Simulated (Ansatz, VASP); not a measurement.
# One calculation of Sn, two programs

File INCAR:

```
ALGO = Normal ; EDIFF = 1E-7
ENCUT = 520 ; GGA = RE
ISIF = 2 ; ISMEAR = -1
LASPH = T ; LCHARG = F
LREAL = F ; LWAVE = F
NBANDS = 21 ; NELM = 100
PREC = Accurate ; SIGMA = 0.05
```

Contents of KPOINTS:

```
k-points
0
Gamma
  7 7 7
```

POSCAR

```
Sn
1.0
    0.0000000000      3.2333428000      3.2333428000
    3.2333428000      0.0000000000      3.2333428000
    3.2333428000      3.2333428000      0.0000000000
Sn
2
Direct
    0.7500000000      0.7500000000      0.7500000000
    0.5000000000      0.5000000000      0.5000000000
```

The input input.yaml:

```yaml
crystal:
  lattice:
    - [0.0, 3.2333428, 3.2333428]
    - [3.2333428, 0.0, 3.2333428]
    - [3.2333428, 3.2333428, 0.0]
  atoms:
    - { symbol: Sn, position: [0.75, 0.75, 0.75] }
    - { symbol: Sn, position: [0.5, 0.5, 0.5] }
hamiltonian:
  xc: revpbe
  pseudopotentials: { kind: paw }
kpoints:
  mp_grid: { grid: [7, 7, 7] }
  band_path:
    path:
      - [[0.0, 0.0, 0.0], [0.5, 0.0, 0.5], [0.5, 0.25, 0.75], [0.375, 0.375, 0.75], [0.0, 0.0, 0.0], [0.5, 0.5, 0.5], [0.625, 0.25, 0.625], [0.5, 0.25, 0.75], [0.5, 0.5, 0.5], [0.375, 0.375, 0.75]]
      - [[0.625, 0.25, 0.625], [0.5, 0.0, 0.5]]
    npoints: 14
scf:
  occupations: { method: fermi_dirac, width: 0.05 }
  n_extra_bands: 6
output:
  forces: true
  stress: true
  eigenvalues: true
  fatbands: true
```

Alike in both runs: functional revPBE; k mesh 7 × 7 × 7; occupations fermi-dirac, width 0.05 eV; no spin polarisation.

|  | VASP | Ansatz |
| --- | --- | --- |
| version | VASP 6.6.1 | Ansatz 0.2.0 |
| potentials or method | VASP PAW PBE potentials, release 64 (Sn_d) | Ansatz PAW |
| plane-wave cutoff (eV) | 520 | 420 |
| valence electrons in the cell | 28 | 28 |
| task | single point | band structure |

```tsv
	VASP	Ansatz	Ansatz less VASP
gap on the k mesh at the Fermi level (eV)	none	none	-
pressure (GPa)	4.8	4.8	+0.04
```

VASP's potentials were made for PBE, not for revPBE. A gap of «none» marks a metal or a gap that the smearing closes.
